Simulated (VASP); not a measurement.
A run of VASP 6.6.1 is set up as follows.

The input INCAR:

```
ALGO = Normal
EDIFF = 1E-6
ENCUT = 520
GGA = PS
ISIF = 2
ISMEAR = 0
LASPH = True
LCHARG = False
LREAL = False
LWAVE = False
NBANDS = 16
NELM = 100
PREC = Accurate
SIGMA = 0.05
```

The input KPOINTS:

```
k-points
0
Gamma
  10 10 10
```

Contents of POSCAR:

```
YS
1.0
    0.0000000000      2.6927946378      2.6927946378
    2.6927946378      0.0000000000      2.6927946378
    2.6927946378      2.6927946378      0.0000000000
Y S
1 1
Direct
    0.5000000000      0.5000000000      0.5000000000
    0.0000000000      0.0000000000      0.0000000000
```

Potentials or basis: VASP PAW PBE potentials, release 64 (Y_sv, S).

Command:

```sh
$ cat potpaw_PBE.64/Y_sv/POTCAR potpaw_PBE.64/S/POTCAR > POTCAR
$ mpirun -np 1 vasp_std > vasp.out
```

Q: Estimate the pressure.

A: 4.6 GPa.

Caveat: the PAW data sets were made with another functional, which shifts forces and pressure a little.
